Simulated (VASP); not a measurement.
# Hf (Fm-3m) in VASP: further runs

Hf is run at these levels: PBE, r2SCAN; tasks: single point.

Everything below comes from runs of VASP 6.6.1. Logs are shortened: lines on timing, memory, paths and dates and some standing lists are left out, and cuts for length are marked.

### 1 The cell of the first run

It takes space group Fm-3m (No. 225, cubic). Conventional cell: a = 4.545 Å, b = 4.545 Å, c = 4.545 Å, α = 90.00°, β = 90.00°, γ = 90.00°. Within 4.2 Å of Hf (site symmetry m-3m) lie 12 Hf at 3.21 Å.

### 2 Single point, PBE

INCAR reads:

```
SYSTEM = Hf
ALGO     = Normal         ! electronic algorithm
EDIFF    = 1E-6           ! SCF threshold, eV
ENCUT    = 520            ! plane-wave cutoff, eV
GGA      = PE             ! functional
ISIF     = 2              ! what is computed and relaxed
ISMEAR   = -1             ! smearing method
LASPH    = .TRUE.         ! aspherical terms in the spheres
LCHARG   = .TRUE.         ! write CHGCAR
LELF     = .TRUE.         ! ELF
LREAL    = .FALSE.        ! projectors in reciprocal space
LVHAR    = .TRUE.       
LWAVE    = .FALSE.        ! write WAVECAR
NBANDS   = 11             ! bands
NELM     = 60             ! most SCF steps
PREC     = Accurate       ! precision mode
SIGMA    = 0.06122561905347299 ! smearing width, eV
```

KPOINTS reads:

```
k-points
0
G
  14 14 14
  0 0 0
```

POSCAR reads:

```
Hf
1.0
    0.0000000000      2.2724291774      2.2724291774
    2.2724291774      0.0000000000      2.2724291774
    2.2724291774      2.2724291774      0.0000000000
Hf
1
Direct
    0.0000000000      0.0000000000      0.0000000000
```

Potentials or basis: VASP PAW PBE potentials, release 64 (Hf_pv).

Run with:

```sh
$ cat potpaw_PBE.64/Hf_pv/POTCAR > POTCAR
$ mpirun -np 1 vasp_std > vasp.out
```

OUTCAR:

```text
SYSTEM = Hf
   EDIFF = 1E-6
   ENCUT = 520
   GGA = PE
   ISIF = 2
   ISMEAR = -1
   LASPH = .TRUE.
   LREAL = .FALSE.
   NELM = 60
   PREC = Accurate

 ion  position               nearest neighbor table
   1  0.000  0.000  0.000-

  LATTYP: Found a face centered cubic cell.
 ALAT       =     4.5448583548

  Lattice vectors:

 A1 = (   0.0000000000,   2.2724291774,   2.2724291774)
 A2 = (   2.2724291774,   0.0000000000,   2.2724291774)
 A3 = (   2.2724291774,   2.2724291774,   0.0000000000)

Analysis of symmetry for initial positions (statically):
=====================================================================
 Subroutine PRICEL returns:
 Original cell was already a primitive cell.

 Routine SETGRP: Setting up the symmetry group for a
 face centered cubic supercell.

 Subroutine GETGRP returns: Found 48 space group operations
 (whereof 48 operations were pure point group operations)
 out of a pool of 48 trial point group operations.

The static configuration has the point symmetry O_h .

Analysis of symmetry for dynamics (positions and initial velocities):
=====================================================================
 Subroutine PRICEL returns:
 Original cell was already a primitive cell.

 Routine SETGRP: Setting up the symmetry group for a
 face centered cubic supercell.

 Subroutine GETGRP returns: Found 48 space group operations
 (whereof 48 operations were pure point group operations)
 out of a pool of 48 trial point group operations.

The dynamic configuration has the point symmetry O_h .

 Subroutine INISYM returns: Found 48 space group operations
 (whereof 48 operations are pure point group operations),
 and found     1 'primitive' translations

----------------------------------------------------------------------------------------

                                     Primitive cell

  volume of cell :      23.4694

  direct lattice vectors                    reciprocal lattice vectors
     0.000000000  2.272429177  2.272429177    -0.220028859  0.220028859  0.220028859
     2.272429177  0.000000000  2.272429177     0.220028859 -0.220028859  0.220028859
     2.272429177  2.272429177  0.000000000     0.220028859  0.220028859 -0.220028859

  length of vectors
     3.213700162  3.213700162  3.213700162     0.381101164  0.381101164  0.381101164

  position of ions in fractional coordinates (direct lattice)
     0.000000000  0.000000000  0.000000000

  ion indices of the primitive-cell ions
   primitive index   ion index
                 1           1

----------------------------------------------------------------------------------------

 KPOINTS: k-points

Automatic generation of k-mesh.
 Grid dimensions read from file:
 generate k-points for:   14   14   14

 Generating k-lattice:

  Cartesian coordinates                     Fractional coordinates (reciprocal lattice)
    -0.015716347  0.015716347  0.015716347     0.071428571  0.000000000  0.000000000
     0.015716347 -0.015716347  0.015716347     0.000000000  0.071428571  0.000000000
     0.015716347  0.015716347 -0.015716347     0.000000000  0.000000000  0.071428571

  Length of vectors
     0.027221512  0.027221512  0.027221512

  Shift w.r.t. Gamma in fractional coordinates (k-lattice)
     0.000000000  0.000000000  0.000000000

 Subroutine IBZKPT returns following result:
 ===========================================

 Found    104 irreducible k-points:

 Following reciprocal coordinates:
            Coordinates               Weight
  0.000000  0.000000  0.000000      1.000000
  0.071429  0.000000  0.000000      8.000000
  0.142857  0.000000  0.000000      8.000000
  0.214286  0.000000  0.000000      8.000000
  0.285714  0.000000  0.000000      8.000000
  0.357143  0.000000  0.000000      8.000000
[... 16 lines left out ...]
  0.214286  0.142857  0.000000     24.000000
  0.285714  0.142857  0.000000     24.000000
 [... further k-points ...]
   k-points           NKPTS =    104   k-points in BZ     NKDIM =    104   number of bands    NBANDS=     11
   number of dos      NEDOS =    301   number of ions     NIONS =      1
   total plane-waves  NPLWV =  13824
   dimension x,y,z NGX =    24 NGY =   24 NGZ =   24
   dimension x,y,z NGXF=    48 NGYF=   48 NGZF=   48
   ions per type =               1
   NGX,Y,Z   is equivalent  to a cutoff of  12.42, 12.42, 12.42 a.u.
   NGXF,Y,Z  is equivalent  to a cutoff of  24.83, 24.83, 24.83 a.u.
 SYSTEM =  Hf
   PREC   = accura    normal or accurate (medium, high low for compatibility)
   ISTART =      0    job   : 0-new  1-cont  2-samecut
   ICHARG =      2    charge: 1-file 2-atom 10-const
   ISPIN  =      1    spin polarized calculation?
   LNONCOLLINEAR =      F non collinear calculations
   LSORBIT =      F    spin-orbit coupling
   LASPH  =      T    aspherical Exc in radial PAW
   ENCUT  =  520.0 eV  38.22 Ry    6.18 a.u.   5.98  5.98  5.98*2*pi/ulx,y,z
   NELM   =     60;   NELMIN=  2; NELMDL= -5     # of ELM steps
   EDIFF  = 0.1E-05   stopping-criterion for ELM
   LREAL  =      F    real-space projection
   EDIFFG = 0.1E-04   stopping-criterion for IOM
   NSW    =      0    number of steps for IOM
   IBRION =     -1    ionic relax: 0-MD 1-quasi-New 2-CG
   NFREE  =      0    steps in history (QN), initial steepest desc. (CG)
   ISIF   =      2    stress and relaxation
   ISYM   =      2    0-nonsym 1-usesym 2-fastsym
   POTIM  = 0.5000    time-step for ionic-motion
   TEBEG  =    0.0;   TEEND  =   0.0 temperature during run
   PSTRESS=    0.0 pullay stress
   NELECT =      10.0000    total number of electrons
   NUPDOWN=      -1.0000    fix difference up-down
   EMIN   =  10.00;   EMAX   =-10.00  energy-range for DOS
   EFERMI =   0.00;   METHOD = LEGACY
   ISMEAR =    -1;   SIGMA  =   0.06  broadening in eV -4-tet -1-fermi 0-gaus
   EFERMI_NEDOS =   21; number of points for ismear=-14 and -15
   IALGO  =     38    algorithm
   IMIX   =      4    mixing-type and parameters
     AMIX     =   0.40;   BMIX     =  1.00
     AMIX_MAG =   1.60;   BMIX_MAG =  1.00
  volume/ion in A,a.u.               =      23.47       158.38
  Fermi-wavevector in a.u.,A,eV,Ry     =   1.231897  2.327948 20.647804  1.517571
  Thomas-Fermi vector in A             =   2.366689
   LORBIT       =      0    0 simple, 1 ext, 2 COOP (PROOUT), +10 PAW based schemes
   GGA     = PE    functional components
   LHFCALC =     F    Hartree Fock is set to
   AEXX    =    0.0000 exact exchange contribution
   IVDW    =     0    specifies the selected vdW correction
   LEPSILON=     F    determine dielectric tensor
   LRPA    =     F    only Hartree local field effects (RPA)
 non-spin polarized calculation
  energy-cutoff  :      520.00
  volume of cell :       23.47
 maximum number of plane-waves:       644
   NGX = 11   NGY = 11   NGZ = 11

 number of electron      10.0000000 magnetization

 Free energy of the ion-electron system (eV)
  ---------------------------------------------------
  ext. energy  EPLUGINS =         0.00000000
  ---------------------------------------------------
  free energy    TOTEN  =        -9.84878384 eV

  energy without entropy =       -9.82881667  energy(sigma->0) =       -9.83880025

 E-fermi :   4.4088     XC(G=0): -11.0707

 val. band max:        4.4000162272   @ k =   0.2857   0.0714   0.0000
 cond. band min:       4.4097052109   @ k =   0.3571   0.0000   0.0000
 fundamental gap:      0.0096889837
 Fermi energy:         4.4087717185

 k-point     1 :       0.0000    0.0000    0.0000
  band No.  band energies     occupation
      1     -25.7802      2.00000
      2     -25.7802      2.00000
      3     -25.7802      2.00000
      4      -2.6310      2.00000
      5       5.7916      0.00000
      6       5.7916      0.00000
      7       5.7916      0.00000
      8       8.4132      0.00000
      9       8.4132      0.00000
     10      15.5689      0.00000
     11      17.3065      0.00000

 k-point     2 :       0.0714    0.0000    0.0000
  band No.  band energies     occupation
      1     -25.8162      2.00000
      2     -25.7848      2.00000
      3     -25.7848      2.00000
      4      -2.4624      2.00000
      5       5.6202      0.00000
      6       5.8721      0.00000
      7       5.8721      0.00000
      8       8.3278      0.00000
      9       8.3278      0.00000
     10      15.9438      0.00000
     11      17.3057      0.00000

 k-point     3 :       0.1429    0.0000    0.0000
  band No.  band energies     occupation
      1     -25.9159      2.00000
      2     -25.7978      2.00000
      3     -25.7978      2.00000
      4      -1.9785      2.00000
      5       5.2044      0.00000
      6       6.0576      0.00000
      7       6.0576      0.00000
      8       8.1747      0.00000
      9       8.1747      0.00000
     10      16.7457      0.00000
     11      17.3002      0.00000

 k-point     4 :       0.2143    0.0000    0.0000
  band No.  band energies     occupation
      1     -26.0570      2.00000
      2     -25.8165      2.00000
      3     -25.8165      2.00000
      4      -1.2484      2.00000
      5       4.7442      0.00831
      6       6.1633      0.00000
      7       6.1633      0.00000
      8       8.2313      0.00000
      9       8.2313      0.00000
     10      16.0307      0.00000
     11      17.3079      0.00000

 k-point     5 :       0.2857    0.0000    0.0000
  band No.  band energies     occupation
      1     -26.2098      2.00000
      2     -25.8371      2.00000
      3     -25.8371      2.00000
      4      -0.4059      2.00000
      5       4.4293      0.83388
      6       6.0458      0.00000
      7       6.0458      0.00000
      8       8.6973      0.00000
      9       8.6973      0.00000
     10      15.0237      0.00000
     11      17.3039      0.00000
[... 211 lines left out ...]
 k-point    21 :      -0.0714    0.0714    0.0000
  band No.  band energies     occupation
      1     -25.8657      2.00000
      2     -25.8057      2.00000
      3     -25.7866      2.00000
      4      -2.1881      2.00000
      5       5.3591      0.00000
      6       5.9982      0.00000
      7       5.9998      0.00000
      8       8.0138      0.00000
      9       8.4136      0.00000
     10      16.5202      0.00000
     11      17.3037      0.00000

 k-point    22 :       0.1429    0.1429    0.0000
  band No.  band energies     occupation
      1     -25.9123      2.00000
      2     -25.8277      2.00000
      3     -25.8277      2.00000
      4      -1.7601      2.00000
      5       4.8947      0.00071
      6       6.3122      0.00000
      7       6.3122      0.00000
      8       7.2638      0.00000
      9       8.7297      0.00000
     10      17.3039      0.00000
     11      17.4293      0.00000

 k-point    23 :       0.2143    0.1429    0.0000
  band No.  band energies     occupation
      1     -26.0039      2.00000
      2     -25.8513      2.00000
      3     -25.8457      2.00000
      4      -1.2115      2.00000
      5       4.5085      0.32810
      6       6.3383      0.00000
      7       6.5608      0.00000
      8       7.0948      0.00000
      9       8.8930      0.00000
     10      17.2987      0.00000
     11      17.8642      0.00000

 k-point    24 :       0.2857    0.1429    0.0000
  band No.  band energies     occupation
      1     -26.1289      2.00000
      2     -25.8745      2.00000
      3     -25.8675      2.00000
      4      -0.4545      2.00000
      5       4.1651      1.96332
      6       5.8460      0.00000
      7       6.6535      0.00000
      8       7.6923      0.00000
      9       9.2336      0.00000
     10      16.7266      0.00000
     11      17.3165      0.00000

 [... further k-points ...]

------------------------ aborting loop because EDIFF is reached ----------------------------------------

  FORCE on cell =-STRESS in cart. coord.  units (eV):
  Direction    XX          YY          ZZ          XY          YZ          ZX
  --------------------------------------------------------------------------------------
  -------------------------------------------------------------------------------------
  Total       -0.6042495     -0.6042495     -0.6042495     -0.0000000      0.0000000     -0.0000000
  in kB      -41.2501785    -41.2501785    -41.2501785     -0.0000000      0.0000000     -0.0000000
  external PRESSURE =     -41.2501785 kB  Pullay stress =       0.0000000 kB

 VOLUME and BASIS-vectors are now :
 -----------------------------------------------------------------------------
  energy-cutoff  :      520.00
  volume of cell :       23.47
      direct lattice vectors                 reciprocal lattice vectors
     0.000000000  2.272429177  2.272429177    -0.220028859  0.220028859  0.220028859
     2.272429177  0.000000000  2.272429177     0.220028859 -0.220028859  0.220028859
     2.272429177  2.272429177  0.000000000     0.220028859  0.220028859 -0.220028859

 POSITION                                       TOTAL-FORCE (eV/Angst)
 -----------------------------------------------------------------------------------
      0.00000      0.00000      0.00000         0.000000      0.000000      0.000000
 -----------------------------------------------------------------------------------
    total drift:                               -0.000000      0.000000      0.000000

  FREE ENERGIE OF THE ION-ELECTRON SYSTEM (eV)
  ---------------------------------------------------
  free  energy   TOTEN  =        -9.8487838437 eV

  energy  without entropy=       -9.8288166661  energy(sigma->0) =       -9.83880025
```

Run time: 27 s. Hardware: 1 thread of Intel Xeon 8259CL, shared host; peak memory 0.16 GiB.

Results:

```
Free energy            : -9.8488 eV
Pressure               : -4.1 GPa
Band gap on the k mesh : zero (band 5 reaches 5.79 eV, above the bottom of band 6 at 3.82 eV)
```

Caveat: spin-orbit coupling is left out, which moves the levels of the heavy elements.

### 3 Single point, PBE

This run uses another cell than the first one, of 23.92 Å³/atom, 1.019 times its volume.

INCAR reads:

```
SYSTEM = Hf
PREC = Accurate
ENCUT = 520
EDIFF = 1E-6
ISMEAR = -1
SIGMA = 0.06122561905347299
LREAL = .FALSE.
LASPH = .TRUE.
NELM = 80
ALGO = Normal
ISIF = 2
LWAVE = .FALSE.
LCHARG = .TRUE.
GGA = PE
LELF = .TRUE.
LVHAR = .TRUE.
NBANDS = 11
```

KPOINTS reads:

```
regular mesh
0
G
  14 14 14
  0 0 0
```

POSCAR reads:

```
Hf
1.0
    0.0000000000      2.2869036388      2.2869036388
    2.2869036388      0.0000000000      2.2869036388
    2.2869036388      2.2869036388      0.0000000000
Hf
1
Direct
    0.0000000000      0.0000000000      0.0000000000
```

Potentials or basis: VASP PAW PBE potentials, release 64 (Hf_pv).

Run with:

```sh
$ cat potpaw_PBE.64/Hf_pv/POTCAR > POTCAR
$ mpirun -np 1 vasp_std > vasp.out
```

Run time: 24 s. Hardware: 1 thread of Intel Xeon 8259CL, shared host; peak memory 0.15 GiB.

The run converged. Its results:

* Free energy: -9.8349 eV
* Pressure: -5.8 GPa
* Band gap on the k mesh: zero (band 5 reaches 5.65 eV, above the bottom of band 6 at 3.72 eV)

Levels at points of the mesh, in eV from the Fermi level:
```
           k point  band 2  band 3  band 4  band 5  band 6  band 7  band 8  band 9
(0.00, 0.00, 0.00)  -30.26  -30.26   -6.98    1.37    1.37    1.37    3.93    3.93
(0.50, 0.00, 0.00)  -30.35  -30.35   -3.45    0.39    1.18    1.18    5.85    5.85
(0.50, 0.50, 0.00)  -30.50  -30.50   -2.98   -1.90    2.20    5.86    6.41    6.41
```

Caveat: spin-orbit coupling is left out, which moves the levels of the heavy elements.

### 4 Single point, PBE

This run uses another cell than the first one, of 23.92 Å³/atom, 1.019 times its volume.

INCAR reads:

```
PREC = Accurate
ENCUT = 520
EDIFF = 1E-6
ISMEAR = -1
SIGMA = 0.06122561905347299
LREAL = False
LASPH = True
NELM = 80
ALGO = Normal
ISIF = 2
LWAVE = False
LCHARG = False
GGA = PE
NBANDS = 11
```

KPOINTS reads:

```
regular mesh
0
Gamma
  14 14 14
```

POSCAR is that of step 3.

Run with:

```sh
$ cat potpaw_PBE.64/Hf_pv/POTCAR > POTCAR
$ mpirun -np 1 vasp_std > vasp.out
```

Run time: 23 s. Hardware: 1 thread of Intel Xeon 8259CL, shared host; peak memory 0.15 GiB.

Results (log left out):

| Property | Result |
| --- | --- |
| Free energy | -9.8349 eV |
| Pressure | -5.8 GPa |
| Band gap on the k mesh | zero (band 5 reaches 5.65 eV, above the bottom of band 6 at 3.72 eV) |

Levels at points of the mesh, in eV from the Fermi level:
| k point | band 1 | band 2 | band 3 | band 4 | band 5 | band 6 | band 7 | band 8 | band 9 | band 10 |
| --- | --- | --- | --- | --- | --- | --- | --- | --- | --- | --- |
| (0.00, 0.00, 0.00) | -30.26 | -30.26 | -30.26 | -6.98 | 1.37 | 1.37 | 1.37 | 3.93 | 3.93 | 11.10 |
| (0.50, 0.00, 0.00) | -30.90 | -30.35 | -30.35 | -3.45 | 0.39 | 1.18 | 1.18 | 5.85 | 5.85 | 8.56 |
| (0.50, 0.50, 0.00) | -30.87 | -30.50 | -30.50 | -2.98 | -1.90 | 2.20 | 5.86 | 6.41 | 6.41 | 9.35 |

Caveat: spin-orbit coupling is left out, which moves the levels of the heavy elements.

### 5 Single point, r2SCAN

This run uses another cell than the first one, of 20.76 Å³/atom, 0.885 times its volume.

POSCAR reads:

```
Hf
1.0
    0.0000000000      2.1814328702      2.1814328702
    2.1814328702      0.0000000000      2.1814328702
    2.1814328702      2.1814328702      0.0000000000
Hf
1
Direct
    0.0000000000      0.0000000000      0.0000000000
```

INCAR.step1 reads:

```
SYSTEM = Hf
  PREC = Accurate
  ENCUT = 520
  ISMEAR = -1
  SIGMA = 0.1
  LREAL = .FALSE.
  LASPH = .TRUE.
  NELM = 80
  NBANDS = 11
  GGA = PE
  ALGO = Normal
  EDIFF = 1E-4
  LWAVE = .TRUE.
  LCHARG = .FALSE.
```

INCAR.step2 reads:

```
SYSTEM = Hf
  PREC = Accurate
  ENCUT = 520
  EDIFF = 1E-6
  ISMEAR = -1
  SIGMA = 0.1
  LREAL = .FALSE.
  LASPH = .TRUE.
  NELM = 80
  ALGO = Normal
  ISIF = 2
  LWAVE = .FALSE.
  LCHARG = .TRUE.
  METAGGA = R2SCAN
  LMIXTAU = .TRUE.
  LELF = .TRUE.
  LVHAR = .TRUE.
  NBANDS = 11
  ISTART = 1
```

KPOINTS reads:

```
regular mesh
0
G
  13 13 13
  0 0 0
```

Run with:

```sh
$ cat potpaw_PBE.64/Hf_pv/POTCAR > POTCAR
$ cp INCAR.step1 INCAR
$ mpirun -np 1 vasp_std > vasp.out
$ cp INCAR.step2 INCAR
$ mpirun -np 1 vasp_std > vasp.out
```

Wall time 72 s (1 thread of Intel Xeon 8259CL, shared host); peak memory 0.16 GiB.

Results (log left out):

* Free energy: -45.0465 eV
* Pressure: 8.7 GPa
* Band gap on the k mesh: zero (band 5 reaches 6.78 eV, above the bottom of band 6 at 4.51 eV)

Levels at points of the mesh, in eV from the Fermi level:
| k point | band 1 | band 2 | band 3 | band 4 | band 5 | band 6 | band 7 | band 8 | band 9 | band 10 |
| --- | --- | --- | --- | --- | --- | --- | --- | --- | --- | --- |
| (0.00, 0.00, 0.00) | -30.83 | -30.83 | -30.83 | -7.81 | 1.63 | 1.63 | 1.63 | 4.90 | 4.90 | 12.08 |

Caveat: the PAW data sets were made with another functional, which shifts forces and pressure a little; spin-orbit coupling is left out, which moves the levels of the heavy elements.

### 6 Summary

```tsv
level	cell	k mesh	smearing	gap on the mesh (eV)	pressure (GPa)
PBE	a = 3.214 Å, angles 60.0°, 1 atom	14 × 14 × 14	fermi-dirac 0.0612256 eV	none	-4.1
PBE	a = 3.234 Å, angles 60.0°, 1 atom	14 × 14 × 14	fermi-dirac 0.0612256 eV	none	-5.8
r2SCAN	a = 3.085 Å, angles 60.0°, 1 atom	13 × 13 × 13	fermi-dirac 0.1 eV	none	8.7
```

Alike in all rows: task single point; potentials or basis VASP PAW PBE potentials, release 64 (Hf_pv); no spin polarisation; cutoff (eV) 520.

Caveats: spin-orbit coupling is left out, which moves the levels of the heavy elements; the PAW data sets were made with another functional, which shifts forces and pressure a little (some runs).

Absolute energies hang on the potentials; compare differences alone.
